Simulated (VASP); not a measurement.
Wanted: the native input for a VASP 6.6.1 run.

```yaml
Task: G0W0 quasiparticle levels
Functional: PBE
Potentials_or_basis: VASP PAW PBE potentials, release 64 (Cd_GW, Se_GW)
Cutoff: 500 eV
k_mesh: 4 × 4 × 4
Occupations: gaussian, width 0.01 eV
Spin: no spin polarisation
Dipole_correction: no
GW_scheme: G0W0
GW_iterations: 1
Cutoff_of_the_response_function: 150
Frequency_points: 96
Empty_bands: 213
Further_INCAR_settings: ALGO = EVGW0; EDIFF = 1e-08; NBANDS = 222
```

Crystal: CdSe.

```
CELL_PARAMETERS angstrom
0.00000 2.94507 2.94507
2.94507 0.00000 2.94507
2.94507 2.94507 0.00000
ATOMIC_POSITIONS crystal
Cd 0.00000 0.00000 0.00000
Se 0.25000 0.25000 0.25000
```

These files were run (other wordings do the same):

POSCAR

```
CdSe
1.0
    0.0000000000      2.9450697268      2.9450697268
    2.9450697268      0.0000000000      2.9450697268
    2.9450697268      2.9450697268      0.0000000000
Cd Se
1 1
Direct
    0.0000000000      0.0000000000      0.0000000000
    0.2500000000      0.2500000000      0.2500000000
```

INCAR.step1

```
PREC = Accurate
ENCUT = 500
EDIFF = 1E-8
ISMEAR = 0
SIGMA = 0.01
LREAL = False
LASPH = True
NELM = 60
ALGO = Normal
LWAVE = True
LCHARG = False
GGA = PE
```

INCAR.step2

```
PREC = Accurate
ENCUT = 500
EDIFF = 1E-8
ISMEAR = 0
SIGMA = 0.01
LREAL = False
LASPH = True
NELM = 1
ALGO = Exact
LWAVE = True
LCHARG = False
GGA = PE
NBANDS = 222
LOPTICS = True
ISTART = 1
```

INCAR.step3

```
PREC = Accurate
ENCUT = 500
EDIFF = 1E-8
ISMEAR = 0
SIGMA = 0.01
LREAL = False
LASPH = True
ALGO = EVGW0
LWAVE = False
LCHARG = False
GGA = PE
NELMGW = 1
NBANDS = 222
ENCUTGW = 150.0
NOMEGA = 96
PRECFOCK = Fast
ISTART = 1
NBANDSGW = 17
OMEGAMAX = 20
```

KPOINTS

```
Automatic mesh
0
Gamma
  4 4 4
```

Potentials or basis: VASP PAW PBE potentials, release 64 (Cd_GW, Se_GW).

Command:

```console
$ cat potpaw_PBE.64/Cd_GW/POTCAR potpaw_PBE.64/Se_GW/POTCAR > POTCAR
$ cp INCAR.step1 INCAR
$ mpirun -np 1 vasp_std > vasp.out
$ cp INCAR.step2 INCAR
$ mpirun -np 1 vasp_std > vasp.out
$ cp INCAR.step3 INCAR
$ mpirun -np 1 vasp_std > vasp.out
```

Results of the run:

- Quasiparticle gap: 1.54 eV
- Least direct quasiparticle gap: 1.54 eV
- Band gap of the starting levels on the mesh: 0.78 eV
- Least direct gap of the starting levels on the mesh: 0.78 eV

Caveat: the k points lie up to 0.46 Å⁻¹ apart; bands, screening cutoff and mesh are small and nothing is extrapolated, so the quasiparticle values aren't converged; the structure was generated, so it needn't be the stable form of CdSe.

It took 8 min on 1 thread of Intel(R) Xeon(R) Platinum 8488C (Sapphire Rapids), with other jobs on the host, peak memory 0.64 GiB.
